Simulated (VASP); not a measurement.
# Ga in VASP: further runs, part 2 of 3

VASP 6.6.1. Earlier steps stand in the parts before.

**3. Electric field gradients, PBE (17.57 Å³/atom)**

This run uses another cell than the first one, of 17.57 Å³/atom.

Contents of INCAR:

```
PREC = Accurate ; ENCUT = 520
EDIFF = 1E-8 ; ISMEAR = -1
SIGMA = 0.05 ; LREAL = F
LASPH = T ; NELM = 80
ALGO = Normal ; ISIF = 2
LWAVE = F ; LCHARG = F
GGA = PE ; LEFG = T
NBANDS = 20
```

Contents of KPOINTS:

```
Automatic mesh
0
Gamma
  15 15 13
```

Contents of POSCAR:

```
Ga
1.0
    1.4206516569     -3.9827234383      0.0000000000
    1.4206516569      3.9827234383      0.0000000000
    0.0000000000      0.0000000000      3.1058384500
Ga
2
Direct
    0.8670000000      0.1330000000      0.2500000000
    0.1330000000      0.8670000000      0.7500000000
```

Potentials or basis: VASP PAW PBE potentials, release 64 (Ga_d).

Command:

```bash
cat potpaw_PBE.64/Ga_d/POTCAR > POTCAR
mpirun -np 1 vasp_std > vasp.out
```

OUTCAR:

```text
PREC = Accurate
   ENCUT = 520
   EDIFF = 1E-8
   ISMEAR = -1
   LREAL = F
   LASPH = T
   NELM = 80
   ISIF = 2
   GGA = PE

 ion  position               nearest neighbor table
   1  0.867  0.133  0.250-   2 2.63   2 2.63   2 2.81   2 2.81   2 2.81   2 2.81
   2  0.133  0.867  0.750-   1 2.63   1 2.63   1 2.81   1 2.81   1 2.81   1 2.81

  LATTYP: Found a base centered orthorhombic cell.
 ALAT       =     2.8413033138
 B/A-ratio  =     2.8034482760
 C/A-ratio  =     1.0931034483

  Lattice vectors:

 A1 = (   1.4206516569,  -3.9827234383,   0.0000000000)
 A2 = (   1.4206516569,   3.9827234383,   0.0000000000)
 A3 = (   0.0000000000,   0.0000000000,   3.1058384500)

Analysis of symmetry for initial positions (statically):
=====================================================================
 Subroutine PRICEL returns:
 Original cell was already a primitive cell.

 Routine SETGRP: Setting up the symmetry group for a
 base centered orthorhombic supercell.

 Subroutine GETGRP returns: Found  8 space group operations
 (whereof  4 operations were pure point group operations)
 out of a pool of  8 trial point group operations.

The static configuration has the point symmetry C_2h.
 The point group associated with its full space group is D_2h.

Analysis of symmetry for dynamics (positions and initial velocities):
=====================================================================
 Subroutine PRICEL returns:
 Original cell was already a primitive cell.

 Routine SETGRP: Setting up the symmetry group for a
 base centered orthorhombic supercell.

 Subroutine GETGRP returns: Found  8 space group operations
 (whereof  4 operations were pure point group operations)
 out of a pool of  8 trial point group operations.

The dynamic configuration has the point symmetry C_2h.
 The point group associated with its full space group is D_2h.

 Subroutine INISYM returns: Found  8 space group operations
 (whereof  4 operations are pure point group operations),
 and found     1 'primitive' translations

----------------------------------------------------------------------------------------

                                     Primitive cell

  volume of cell :      35.1461

  direct lattice vectors                    reciprocal lattice vectors
     1.420651657 -3.982723438  0.000000000     0.351951161 -0.125542235  0.000000000
     1.420651657  3.982723438  0.000000000     0.351951161  0.125542235  0.000000000
     0.000000000  0.000000000  3.105838450     0.000000000  0.000000000  0.321974248

  length of vectors
     4.228514765  4.228514765  3.105838450     0.373671610  0.373671610  0.321974248

  position of ions in fractional coordinates (direct lattice)
     0.867000000  0.133000000  0.250000000
     0.133000000  0.867000000  0.750000000

  ion indices of the primitive-cell ions
   primitive index   ion index
                 1           1
                 2           2

----------------------------------------------------------------------------------------

 KPOINTS: Automatic mesh
[... 68 lines left out ...]
   EDIFF  = 0.1E-07   stopping-criterion for ELM
   LREAL  =      F    real-space projection
   EDIFFG = 0.1E-06   stopping-criterion for IOM
   NSW    =      0    number of steps for IOM
   IBRION =     -1    ionic relax: 0-MD 1-quasi-New 2-CG
   NFREE  =      0    steps in history (QN), initial steepest desc. (CG)
   ISIF   =      2    stress and relaxation
   ISYM   =      2    0-nonsym 1-usesym 2-fastsym
   POTIM  = 0.5000    time-step for ionic-motion
   TEBEG  =    0.0;   TEEND  =   0.0 temperature during run
   PSTRESS=    0.0 pullay stress
   NELECT =      26.0000    total number of electrons
   NUPDOWN=      -1.0000    fix difference up-down
   EMIN   =  10.00;   EMAX   =-10.00  energy-range for DOS
   EFERMI =   0.00;   METHOD = LEGACY
   ISMEAR =    -1;   SIGMA  =   0.05  broadening in eV -4-tet -1-fermi 0-gaus
   EFERMI_NEDOS =   21; number of points for ismear=-14 and -15
   IALGO  =     38    algorithm
   IMIX   =      4    mixing-type and parameters
     AMIX     =   0.40;   BMIX     =  1.00
     AMIX_MAG =   1.60;   BMIX_MAG =  1.00
  volume/ion in A,a.u.               =      17.57       118.59
  Fermi-wavevector in a.u.,A,eV,Ry     =   1.480609  2.797945 29.826736  2.192203
  Thomas-Fermi vector in A             =   2.594622
   LORBIT       =      0    0 simple, 1 ext, 2 COOP (PROOUT), +10 PAW based schemes
   GGA     = PE    functional components
   LHFCALC =     F    Hartree Fock is set to
   AEXX    =    0.0000 exact exchange contribution
   IVDW    =     0    specifies the selected vdW correction
   LEPSILON=     F    determine dielectric tensor
   LRPA    =     F    only Hartree local field effects (RPA)
 non-spin polarized calculation
  energy-cutoff  :      520.00
  volume of cell :       35.15
 maximum number of plane-waves:       972
   NGX = 15   NGY = 15   NGZ = 11

 number of electron      25.9999991 magnetization

 Free energy of the ion-electron system (eV)
  ---------------------------------------------------
  ext. energy  EPLUGINS =         0.00000000
  ---------------------------------------------------
  free energy    TOTEN  =        -5.71265848 eV

  energy without entropy =       -5.70672853  energy(sigma->0) =       -5.70969351

 E-fermi :   6.2582     XC(G=0): -11.3298

 val. band max:        6.2396970513   @ k =   0.4000   0.0667   0.0769
 cond. band min:       6.2625098644   @ k =  -0.2000   0.0667   0.1538
 fundamental gap:      0.0228128131
 Fermi energy:         6.2581708302

 k-point     1 :       0.0000    0.0000    0.0000
  band No.  band energies     occupation
      1      -9.0635      2.00000
      2      -9.0277      2.00000
      3      -8.9464      2.00000
      4      -8.9372      2.00000
      5      -8.7106      2.00000
      6      -8.6902      2.00000
[... 541 lines left out ...]
     19      20.0215      0.00000
     20      21.4651      0.00000

 [... further k-points ...]
[... 5 lines left out ...]
  --------------------------------------------------------------------------------------
  -------------------------------------------------------------------------------------
  Total        0.7768693      1.4203784      1.5242701      0.0000000     -0.0000000      0.0000000
  in kB       35.4145676     64.7497402     69.4857762      0.0000000     -0.0000000      0.0000000
  external PRESSURE =      56.5500280 kB  Pullay stress =       0.0000000 kB

 VOLUME and BASIS-vectors are now :
 -----------------------------------------------------------------------------
  energy-cutoff  :      520.00
  volume of cell :       35.15
      direct lattice vectors                 reciprocal lattice vectors
     1.420651657 -3.982723438  0.000000000     0.351951161 -0.125542235  0.000000000
     1.420651657  3.982723438  0.000000000     0.351951161  0.125542235  0.000000000
     0.000000000  0.000000000  3.105838450     0.000000000  0.000000000  0.321974248

 POSITION                                       TOTAL-FORCE (eV/Angst)
 -----------------------------------------------------------------------------------
      1.42065     -2.92332      0.77646         0.000000      0.232788      0.000000
      1.42065      2.92332      2.32938         0.000000     -0.232788     -0.000000
 -----------------------------------------------------------------------------------
    total drift:                                0.000000      0.000000     -0.000000

  FREE ENERGIE OF THE ION-ELECTRON SYSTEM (eV)
  ---------------------------------------------------
  free  energy   TOTEN  =        -5.7126584842 eV

  energy  without entropy=       -5.7067285280  energy(sigma->0) =       -5.70969351

 Electric field gradients (V/A^2)
---------------------------------------------------------------------
 ion       V_xx      V_yy      V_zz      V_xy      V_xz      V_yz
---------------------------------------------------------------------
   1       6.667   -25.544    18.877    -0.000     0.000    -0.000
   2       6.667   -25.544    18.877     0.000     0.000     0.000
---------------------------------------------------------------------

 Electric field gradients after diagonalization (V/A^2)
 (convention: |V_zz| > |V_xx| > |V_yy|)
----------------------------------------------------------------------
 ion       V_xx      V_yy      V_zz     asymmetry (V_yy - V_xx)/ V_zz
----------------------------------------------------------------------
   1      18.877     6.667   -25.544       0.478
   2      18.877     6.667   -25.544       0.478
----------------------------------------------------------------------

           NMR quadrupolar parameters

 Cq : quadrupolar parameter    Cq=e*Q*V_zz/h
 eta: asymmetry parameters     (V_yy - V_xx)/ V_zz
 Q  : nuclear electric quadrupole moment in mb (millibarn)
----------------------------------------------------------------------
 ion       Cq(MHz)       eta       Q (mb)
----------------------------------------------------------------------
   1      -0.062       0.478       1.000
   2      -0.062       0.478       1.000
----------------------------------------------------------------------
```

OSZICAR:

```text
N       E                     dE             d eps       ncg     rms          rms(c)
DAV:   1     0.129188511472E+03    0.12919E+03   -0.13210E+04 19132   0.250E+03
DAV:   2     0.517074905455E+01   -0.12402E+03   -0.12083E+03 18480   0.381E+02
DAV:   3    -0.561500330053E+01   -0.10786E+02   -0.10730E+02 20300   0.932E+01
DAV:   4    -0.576947427062E+01   -0.15447E+00   -0.15439E+00 20500   0.122E+01
DAV:   5    -0.577217065084E+01   -0.26964E-02   -0.26962E-02 20544   0.158E+00    0.151E+00
DAV:   6    -0.572387816892E+01    0.48292E-01   -0.91648E-02 23992   0.526E+00    0.777E-01
DAV:   7    -0.571376955070E+01    0.10109E-01   -0.18334E-02 26112   0.198E+00    0.206E-01
DAV:   8    -0.571263905380E+01    0.11305E-02   -0.24092E-03 19644   0.693E-01    0.191E-02
DAV:   9    -0.571265848894E+01   -0.19435E-04   -0.11328E-04 21532   0.111E-01    0.785E-03
DAV:  10    -0.571265873880E+01   -0.24986E-06   -0.57552E-06 20636   0.282E-02    0.132E-03
DAV:  11    -0.571265855960E+01    0.17920E-06   -0.60309E-07 21724   0.107E-02    0.619E-04
DAV:  12    -0.571265853403E+01    0.25572E-07   -0.58776E-08 20980   0.322E-03    0.207E-04
DAV:  13    -0.571265848881E+01    0.45216E-07   -0.58712E-09 11988   0.760E-04    0.434E-05
DAV:  14    -0.571265848417E+01    0.46484E-08   -0.13571E-09 10080   0.421E-04
   1 F= -.57126585E+01 E0= -.57096935E+01  d E =-.592996E-02
```

Run time: 6.2 min. Hardware: 1 thread of Oxide Virtual Turin-like, shared host; peak memory 0.33 GiB.

Results:

```
Free energy                             : -5.7127 eV
Pressure                                : 5.7 GPa
Largest force                           : 0.233 eV/Å
Band gap on the k mesh                  : zero (bands 13 and 14 overlap by 9.15 eV)
Largest electric field gradient by atom : Ga -25.5 V/Å²
```

Forces in eV/Å, atoms in the order of the input:
```
Ga   0.000  0.233  0.000
Ga   0.000 -0.233  0.000
```

Stress tensor (GPa, compression positive):
```
3.54 0.00 0.00
0.00 6.47 0.00
0.00 0.00 6.95
```

Levels at points of the mesh, in eV from the Fermi level:
| k point | band 9 | band 10 | band 11 | band 12 | band 13 | band 14 | band 15 | band 16 | band 17 | band 18 |
| --- | --- | --- | --- | --- | --- | --- | --- | --- | --- | --- |
| (0.00, 0.00, 0.00) | -14.90 | -14.72 | -11.74 | -2.47 | -1.43 | 2.97 | 6.76 | 8.18 | 9.16 | 10.96 |

Electric field gradients, principal values (V/Å²):
```
atom  least  middle  greatest (by size)
1 Ga  6.667  18.877             -25.544
2 Ga  6.667  18.877             -25.544
```

Caveat: the cell stands under pressure; without QUAD_EFG the Cq values of the log hold for a quadrupole moment of 1 mb, not for the nuclei.

(Part 2 of 3 ends here.)

The gap in the log of VASP goes by the Fermi energy; the results here count the filled bands.